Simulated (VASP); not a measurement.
# InAs (Fm-3m) in VASP: settings compared, part 2 of 2

VASP 6.6.1. The steps go on from the part before.

## Step 3: Relaxation of cell and atoms, RPBE+D4

INCAR reads:

```
PREC = Accurate ; ENCUT = 600
EDIFF = 1E-7 ; ISMEAR = -1
SIGMA = 0.05 ; LREAL = False
LASPH = True ; NELM = 60
ALGO = Normal ; ISIF = 3
LWAVE = False ; LCHARG = False
GGA = RP ; IVDW = 13
IBRION = 2 ; NSW = 60
EDIFFG = -0.01
```

KPOINTS reads:

```
regular mesh
0
Gamma
  8 8 8
```

POSCAR reads:

```
InAs
1.0
    0.0000000000      2.8773040000      2.8773040000
    2.8773040000      0.0000000000      2.8773040000
    2.8773040000      2.8773040000      0.0000000000
In As
1 1
Direct
    0.5000000000      0.5000000000      0.5000000000
    0.0000000000      0.0000000000      0.0000000000
```

Potentials or basis: VASP PAW PBE potentials, release 64 (In_d, As).

Run with:

```sh
$ cat potpaw_PBE.64/In_d/POTCAR potpaw_PBE.64/As/POTCAR > POTCAR
$ mpirun -np 1 vasp_std > vasp.out
```

OUTCAR:

```text
PREC = Accurate
   ENCUT = 600
   EDIFF = 1E-7
   ISMEAR = -1
   LREAL = False
   LASPH = True
   NELM = 60
   ISIF = 3
   GGA = RP
   IVDW = 13
   IBRION = 2
   NSW = 60
   EDIFFG = -0.01

 ion  position               nearest neighbor table
   1  0.500  0.500  0.500-   2 2.88   2 2.88   2 2.88   2 2.88   2 2.88   2 2.88
   2  0.000  0.000  0.000-   1 2.88   1 2.88   1 2.88   1 2.88   1 2.88   1 2.88

  LATTYP: Found a face centered cubic cell.
 ALAT       =     5.7546080000

  Lattice vectors:

 A1 = (   0.0000000000,   2.8773040000,   2.8773040000)
 A2 = (   2.8773040000,   0.0000000000,   2.8773040000)
 A3 = (   2.8773040000,   2.8773040000,   0.0000000000)

Analysis of symmetry for initial positions (statically):
=====================================================================
 Subroutine PRICEL returns:
 Original cell was already a primitive cell.

 Routine SETGRP: Setting up the symmetry group for a
 face centered cubic supercell.

 Subroutine GETGRP returns: Found 48 space group operations
 (whereof 48 operations were pure point group operations)
 out of a pool of 48 trial point group operations.

The static configuration has the point symmetry O_h .

Analysis of symmetry for dynamics (positions and initial velocities):
=====================================================================
 Subroutine PRICEL returns:
 Original cell was already a primitive cell.

 Routine SETGRP: Setting up the symmetry group for a
 face centered cubic supercell.

 Subroutine GETGRP returns: Found 48 space group operations
 (whereof 48 operations were pure point group operations)
 out of a pool of 48 trial point group operations.

The dynamic configuration has the point symmetry O_h .

 Subroutine INISYM returns: Found 48 space group operations
 (whereof 48 operations are pure point group operations),
 and found     1 'primitive' translations

----------------------------------------------------------------------------------------

                                     Primitive cell

  volume of cell :      47.6417

  direct lattice vectors                    reciprocal lattice vectors
     0.000000000  2.877304000  2.877304000    -0.173773783  0.173773783  0.173773783
     2.877304000  0.000000000  2.877304000     0.173773783 -0.173773783  0.173773783
     2.877304000  2.877304000  0.000000000     0.173773783  0.173773783 -0.173773783

  length of vectors
     4.069122340  4.069122340  4.069122340     0.300985021  0.300985021  0.300985021

  position of ions in fractional coordinates (direct lattice)
     0.500000000  0.500000000  0.500000000
     0.000000000  0.000000000  0.000000000

  ion indices of the primitive-cell ions
   primitive index   ion index
                 1           1
                 2           2

----------------------------------------------------------------------------------------

 KPOINTS: regular mesh

Automatic generation of k-mesh.
 Grid dimensions read from file:
 generate k-points for:    8    8    8

 Generating k-lattice:

  Cartesian coordinates                     Fractional coordinates (reciprocal lattice)
    -0.021721723  0.021721723  0.021721723     0.125000000  0.000000000  0.000000000
     0.021721723 -0.021721723  0.021721723     0.000000000  0.125000000  0.000000000
     0.021721723  0.021721723 -0.021721723     0.000000000  0.000000000  0.125000000

  Length of vectors
     0.037623128  0.037623128  0.037623128

  Shift w.r.t. Gamma in fractional coordinates (k-lattice)
     0.000000000  0.000000000  0.000000000

 Subroutine IBZKPT returns following result:
 ===========================================

 Found     29 irreducible k-points:

 Following reciprocal coordinates:
            Coordinates               Weight
  0.000000  0.000000  0.000000      1.000000
  0.125000  0.000000  0.000000      8.000000
  0.250000  0.000000  0.000000      8.000000
  0.375000  0.000000  0.000000      8.000000
  0.500000  0.000000  0.000000      4.000000
  0.125000  0.125000  0.000000      6.000000
[... 16 lines left out ...]
  0.500000  0.250000  0.125000     48.000000
 -0.375000  0.250000  0.125000     24.000000
 [... further k-points ...]
   k-points           NKPTS =     29   k-points in BZ     NKDIM =     29   number of bands    NBANDS=     13
   number of dos      NEDOS =    301   number of ions     NIONS =      2
   total plane-waves  NPLWV =  46656
   dimension x,y,z NGX =    36 NGY =   36 NGZ =   36
   dimension x,y,z NGXF=    72 NGYF=   72 NGZF=   72
   ions per type =               1   1
   NGX,Y,Z   is equivalent  to a cutoff of  14.71, 14.71, 14.71 a.u.
   NGXF,Y,Z  is equivalent  to a cutoff of  29.42, 29.42, 29.42 a.u.
 SYSTEM =  unknown system
   PREC   = accura    normal or accurate (medium, high low for compatibility)
   ISTART =      0    job   : 0-new  1-cont  2-samecut
   ICHARG =      2    charge: 1-file 2-atom 10-const
   ISPIN  =      1    spin polarized calculation?
   LNONCOLLINEAR =      F non collinear calculations
   LSORBIT =      F    spin-orbit coupling
   LASPH  =      T    aspherical Exc in radial PAW
   ENCUT  =  600.0 eV  44.10 Ry    6.64 a.u.   8.13  8.13  8.13*2*pi/ulx,y,z
   NELM   =     60;   NELMIN=  2; NELMDL= -5     # of ELM steps
   EDIFF  = 0.1E-06   stopping-criterion for ELM
   LREAL  =      F    real-space projection
   EDIFFG = -.1E-01   stopping-criterion for IOM
   NSW    =     60    number of steps for IOM
   IBRION =      2    ionic relax: 0-MD 1-quasi-New 2-CG
   NFREE  =      1    steps in history (QN), initial steepest desc. (CG)
   ISIF   =      3    stress and relaxation
   ISYM   =      2    0-nonsym 1-usesym 2-fastsym
   POTIM  = 0.5000    time-step for ionic-motion
   TEBEG  =    0.0;   TEEND  =   0.0 temperature during run
   PSTRESS=    0.0 pullay stress
   NELECT =      18.0000    total number of electrons
   NUPDOWN=      -1.0000    fix difference up-down
   EMIN   =  10.00;   EMAX   =-10.00  energy-range for DOS
   EFERMI =   0.00;   METHOD = LEGACY
   ISMEAR =    -1;   SIGMA  =   0.05  broadening in eV -4-tet -1-fermi 0-gaus
   EFERMI_NEDOS =   21; number of points for ismear=-14 and -15
   IALGO  =     38    algorithm
   IMIX   =      4    mixing-type and parameters
     AMIX     =   0.40;   BMIX     =  1.00
     AMIX_MAG =   1.60;   BMIX_MAG =  1.00
  volume/ion in A,a.u.               =      23.82       160.75
  Fermi-wavevector in a.u.,A,eV,Ry     =   1.183505  2.236499 19.057448  1.400683
  Thomas-Fermi vector in A             =   2.319738
   LORBIT       =      0    0 simple, 1 ext, 2 COOP (PROOUT), +10 PAW based schemes
   GGA     = RP    functional components
   LHFCALC =     F    Hartree Fock is set to
   AEXX    =    0.0000 exact exchange contribution
   IVDW    =    13    specifies the selected vdW correction
   LEPSILON=     F    determine dielectric tensor
   LRPA    =     F    only Hartree local field effects (RPA)
 conjugate gradient relaxation of ions
 non-spin polarized calculation
  energy-cutoff  :      600.00
  volume of cell :       47.64
 maximum number of plane-waves:      1639
 NGX is ok and might be reduce to    36
   NGX = 17   NGY = 17   NGZ = 17

--------------------------------------- Ionic step        1  -------------------------------------------

 number of electron      18.0000003 magnetization

 Free energy of the ion-electron system (eV)
  ---------------------------------------------------
  ext. energy  EPLUGINS =         0.00000000
  ---------------------------------------------------
  free energy    TOTEN  =        -6.56471854 eV

  energy without entropy =       -6.55225157  energy(sigma->0) =       -6.55848506

------------------------ aborting loop because EDIFF is reached ----------------------------------------

  DFT-D4 for vdW energy calculation

  Edisp (eV):   -1.47620
[... 71 lines left out ...]
--------------------------------------- Ionic step        3  -------------------------------------------

 number of electron      17.9999997 magnetization

 Free energy of the ion-electron system (eV)
  ---------------------------------------------------
  ext. energy  EPLUGINS =         0.00000000
  ---------------------------------------------------
  free energy    TOTEN  =        -6.50982707 eV

  energy without entropy =       -6.49734005  energy(sigma->0) =       -6.50358356

 E-fermi :   6.6587     XC(G=0): -10.2529

 val. band max:        6.6262143020   @ k =   0.3750   0.2500   0.0000
 cond. band min:       6.6631113224   @ k =  -0.3750   0.1250   0.0000
 fundamental gap:      0.0368970204
 Fermi energy:         6.6586664422

 k-point     1 :       0.0000    0.0000    0.0000
  band No.  band energies     occupation
      1      -7.7963      2.00000
      2      -7.7963      2.00000
      3      -7.7753      2.00000
      4      -7.7753      2.00000
      5      -7.7753      2.00000
      6      -5.8101      2.00000
      7       6.4013      1.98844
      8       6.4013      1.98844
      9       6.4013      1.98844
     10       6.4444      1.97286
     11      13.8323      0.00000
     12      13.8323      0.00000
     13      13.8323      0.00000
[... 354 lines left out ...]
  band No.  band energies     occupation
      1      -7.9427      2.00000
      2      -7.8303      2.00000
      3      -7.7647      2.00000
      4      -7.7373      2.00000
      5      -7.7030      2.00000
      6      -3.5132      2.00000
      7       0.4337      2.00000
      8       4.2067      2.00000
      9       5.0302      2.00000
     10       8.8958      0.00000
     11      10.0214      0.00000
     12      12.7608      0.00000
     13      14.2910      0.00000

 [... further k-points ...]

------------------------ aborting loop because EDIFF is reached ----------------------------------------

  DFT-D4 for vdW energy calculation

  Edisp (eV):   -1.55736
[... 25 lines left out ...]
  FREE ENERGIE OF THE ION-ELECTRON SYSTEM (eV)
  ---------------------------------------------------
  free  energy   TOTEN  =        -8.0671919279 eV

  energy  without entropy=       -8.0547049045  energy(sigma->0) =       -8.06094842

 reached required accuracy - stopping structural energy minimisation
```

OSZICAR:

```text
N       E                     dE             d eps       ncg     rms          rms(c)
DAV:   1     0.108358327232E+03    0.10836E+03   -0.98260E+03   759   0.178E+03
DAV:   2    -0.128984639841E-01   -0.10837E+03   -0.10560E+03   779   0.348E+02
DAV:   3    -0.657703492983E+01   -0.65641E+01   -0.62935E+01   994   0.832E+01
[... 32 lines left out ...]
DAV:   6    -0.650982506314E+01    0.13935E-04   -0.46655E-05  1083   0.787E-02    0.146E-02
DAV:   7    -0.650982605131E+01   -0.98817E-06   -0.30022E-06   952   0.218E-02    0.625E-03
DAV:   8    -0.650982685384E+01   -0.80252E-06   -0.43217E-07   859   0.106E-02    0.124E-03
DAV:   9    -0.650982708115E+01   -0.22731E-06   -0.23156E-08   392   0.133E-03    0.318E-04
DAV:  10    -0.650982707311E+01    0.80390E-08   -0.50820E-09   392   0.833E-04
   3 F= -.80671919E+01 E0= -.80609484E+01  d E =-.262731E-01
```

Wall time 64 s (1 thread of Intel Xeon Platinum 8488C (Sapphire Rapids), shared host); peak memory 0.22 GiB.

What came out:

```yaml
Free_energy: -8.0672 eV
Relaxed_volume: 22.59 Å³/atom
Relaxed_cell: a = 3.998 Å, b = 3.998 Å, c = 3.998 Å, α = 60.00°, β = 60.00°, γ = 60.00°
Space_group_after_relaxing_to_0.1_Å: Fm-3m (No. 225)
Energy_gained_by_relaxing: 13.1 meV/atom
Ionic_steps: 3
Pressure_after_relaxing: 0.0 GPa
Band_gap_on_the_k_mesh: zero (bands 9 and 10 overlap by 2.75 eV)
Dispersion_energy_per_atom: -0.779 eV
```

Step by step:
| step | energy change (eV) | largest force (eV/Å) | pressure (GPa) | volume (Å³) |
| --- | --- | --- | --- | --- |
| 1 | 0.0000 | 0.0000 | -3.26 | 47.64 |
| 2 | -0.0229 | 0.0000 | 1.33 | 44.38 |
| 3 | -0.0263 | 0.0000 | 0.02 | 45.19 |

Final structure:
```yaml
crystal:
  lattice:
    - [0.00000, 2.82706, 2.82706]
    - [2.82706, 0.00000, 2.82706]
    - [2.82706, 2.82706, 0.00000]
  atoms:
    - { symbol: In, position: [0.50000, 0.50000, 0.50000] }
    - { symbol: As, position: [0.00000, 0.00000, 0.00000] }
```

Levels at points of the mesh, in eV from the Fermi level:
| k point | band 7 | band 8 | band 9 | band 10 | band 11 | band 12 |
| --- | --- | --- | --- | --- | --- | --- |
| (0.00, 0.00, 0.00) | -0.26 | -0.26 | -0.26 | -0.21 | 7.17 | 7.17 |
| (0.50, 0.00, 0.00) | -6.78 | 0.16 | 0.16 | 2.20 | 3.29 | 3.29 |
| (0.50, 0.50, 0.00) | -5.04 | -2.84 | -2.42 | -2.42 | 3.76 | 9.66 |

Caveat: the PAW data sets were made with another functional, which shifts forces and pressure a little; spin-orbit coupling is left out, which moves the levels of the heavy elements.

## Step 4: Relaxation of cell and atoms, revPBE+D3(BJ)

INCAR reads:

```
SYSTEM = InAs
PREC     = Accurate       ! precision mode
ENCUT    = 600            ! plane-wave cutoff, eV
EDIFF    = 1E-7           ! SCF threshold, eV
ISMEAR   = -1             ! smearing method
SIGMA    = 0.05           ! smearing width, eV
LREAL    = .FALSE.        ! projectors in reciprocal space
LASPH    = .TRUE.         ! aspherical terms in the spheres
NELM     = 100            ! most SCF steps
ALGO     = Normal         ! electronic algorithm
ISIF     = 3              ! what is computed and relaxed
LWAVE    = .FALSE.        ! write WAVECAR
LCHARG   = .FALSE.        ! write CHGCAR
GGA      = RE             ! functional
IVDW     = 12             ! dispersion correction
IBRION   = 2              ! ionic algorithm
NSW      = 60             ! ionic steps
EDIFFG   = -0.01          ! ionic threshold
```

KPOINTS reads:

```
Automatic mesh
0
G
  8 8 8
  0 0 0
```

POSCAR is that of step 3.

Run with:

```sh
$ cat potpaw_PBE.64/In_d/POTCAR potpaw_PBE.64/As/POTCAR > POTCAR
$ mpirun -np 1 vasp_std > vasp.out
```

Run time: 69 s. Hardware: 1 thread of Intel Xeon Platinum 8488C (Sapphire Rapids), shared host; peak memory 0.22 GiB.

The run converged. Its results:

| Property | Result |
| --- | --- |
| Free energy | -8.1325 eV |
| Relaxed volume | 22.46 Å³/atom |
| Relaxed cell | a = 3.990 Å, b = 3.990 Å, c = 3.990 Å, α = 60.00°, β = 60.00°, γ = 60.00° |
| Space group after relaxing (to 0.1 Å) | Fm-3m (No. 225) |
| Energy gained by relaxing | 16.4 meV/atom |
| Ionic steps | 3 |
| Pressure after relaxing | 0.0 GPa |
| Band gap on the k mesh | zero (bands 9 and 10 overlap by 2.78 eV) |
| Dispersion energy per atom | -0.752 eV |

Step by step:
| step | energy change (eV) | largest force (eV/Å) | pressure (GPa) | volume (Å³) |
| --- | --- | --- | --- | --- |
| 1 | 0.0000 | 0.0000 | -3.65 | 47.64 |
| 2 | -0.0284 | 0.0000 | 1.55 | 44.00 |
| 3 | -0.0328 | 0.0000 | 0.02 | 44.92 |

Final structure:
```
CELL_PARAMETERS angstrom
0.00000 2.82138 2.82138
2.82138 0.00000 2.82138
2.82138 2.82138 0.00000
ATOMIC_POSITIONS crystal
In 0.50000 0.50000 0.50000
As 0.00000 0.00000 0.00000
```

Levels at points of the mesh, in eV from the Fermi level:
| k point | band 5 | band 6 | band 7 | band 8 | band 9 | band 10 | band 11 | band 12 | band 13 |
| --- | --- | --- | --- | --- | --- | --- | --- | --- | --- |
| (0.00, 0.00, 0.00) | -14.43 | -12.52 | -0.26 | -0.26 | -0.26 | -0.19 | 7.19 | 7.19 | 7.19 |
| (0.50, 0.00, 0.00) | -14.36 | -10.67 | -6.82 | 0.16 | 0.16 | 2.19 | 3.29 | 3.29 | 4.81 |
| (0.50, 0.50, 0.00) | -14.33 | -9.63 | -5.08 | -2.85 | -2.44 | -2.44 | 3.75 | 9.69 | 9.69 |

Caveat: the PAW data sets were made with another functional, which shifts forces and pressure a little; spin-orbit coupling is left out, which moves the levels of the heavy elements.

## Step 5: Relaxation of cell and atoms, revPBE+D4

INCAR reads:

```
SYSTEM = InAs
PREC = Accurate ; ENCUT = 600
EDIFF = 1E-6 ; ISMEAR = -1
SIGMA = 0.05 ; LREAL = .False.
LASPH = .True. ; NELM = 100
ALGO = Normal ; ISIF = 3
LWAVE = .False. ; LCHARG = .False.
GGA = RE ; IVDW = 13
IBRION = 2 ; NSW = 60
EDIFFG = -0.01
```

KPOINTS reads:

```
Automatic mesh
0
Gamma
  8 8 8
  0 0 0
```

POSCAR is that of step 4.

Run with:

```sh
$ cat potpaw_PBE.64/In_d/POTCAR potpaw_PBE.64/As/POTCAR > POTCAR
$ mpirun -np 1 vasp_std > vasp.out
```

It took 54 s on 1 thread of Intel Xeon Platinum 8488C (Sapphire Rapids), shared host; peak memory 0.21 GiB.

Results (log left out):

- Free energy: -7.9762 eV
- Relaxed volume: 22.67 Å³/atom
- Relaxed cell: a = 4.003 Å, b = 4.003 Å, c = 4.003 Å, α = 60.00°, β = 60.00°, γ = 60.00°
- Space group after relaxing (to 0.1 Å): Fm-3m (No. 225)
- Energy gained by relaxing: 11.6 meV/atom
- Ionic steps: 3
- Pressure after relaxing: 0.0 GPa
- Band gap on the k mesh: zero (bands 9 and 10 overlap by 2.74 eV)
- Dispersion energy per atom: -0.667 eV

Step by step:
```
step  energy change (eV)  largest force (eV/Å)  pressure (GPa)  volume (Å³)
   1              0.0000                0.0000           -3.10        47.64
   2             -0.0200                0.0000            1.33        44.53
   3             -0.0232                0.0000            0.04        45.34
```

Final structure:
```xyz
2
Lattice="0.0000 2.8303 2.8303 2.8303 0.0000 2.8303 2.8303 2.8303 0.0000" Properties=species:S:1:pos:R:3 pbc="T T T"
In    2.8303    2.8303    2.8303
As    0.0000    0.0000    0.0000
```

Levels at points of the mesh, in eV from the Fermi level:
```
           k point  band 6  band 7  band 8  band 9  band 10  band 11  band 12  band 13
(0.00, 0.00, 0.00)  -12.45   -0.26   -0.25   -0.25    -0.25     7.18     7.18     7.18
(0.50, 0.00, 0.00)  -10.63   -6.77    0.16    0.16     2.19     3.29     3.29     4.75
(0.50, 0.50, 0.00)   -9.61   -5.01   -2.86   -2.41    -2.41     3.77     9.62     9.62
```

Caveat: the PAW data sets were made with another functional, which shifts forces and pressure a little; spin-orbit coupling is left out, which moves the levels of the heavy elements.

## Step 6: The runs side by side

| task | level | cell | cutoff (eV) | smearing | gap on the mesh (eV) | pressure (GPa) | relaxed volume (Å³/atom) |
| --- | --- | --- | --- | --- | --- | --- | --- |
| single point | PBE | as given | 520 | gaussian 0.03 eV | none | 0.0 | - |
| relaxation of cell and atoms | RPBE+D4 | relaxed | 600 | fermi-dirac 0.05 eV | none | 0.0 | 22.59 |
| relaxation of cell and atoms | revPBE+D3(BJ) | relaxed | 600 | fermi-dirac 0.05 eV | none | 0.0 | 22.46 |
| relaxation of cell and atoms | revPBE+D4 | relaxed | 600 | fermi-dirac 0.05 eV | none | 0.0 | 22.67 |

Alike in all rows: potentials or basis VASP PAW PBE potentials, release 64 (In_d, As); no spin polarisation; k mesh 8 × 8 × 8.

Caveats: spin-orbit coupling is left out, which moves the levels of the heavy elements; the PAW data sets were made with another functional, which shifts forces and pressure a little (at least some runs).

Absolute energies hang on the potentials; compare differences alone.

The gap in the log of VASP goes by the Fermi energy; the results here count the filled bands.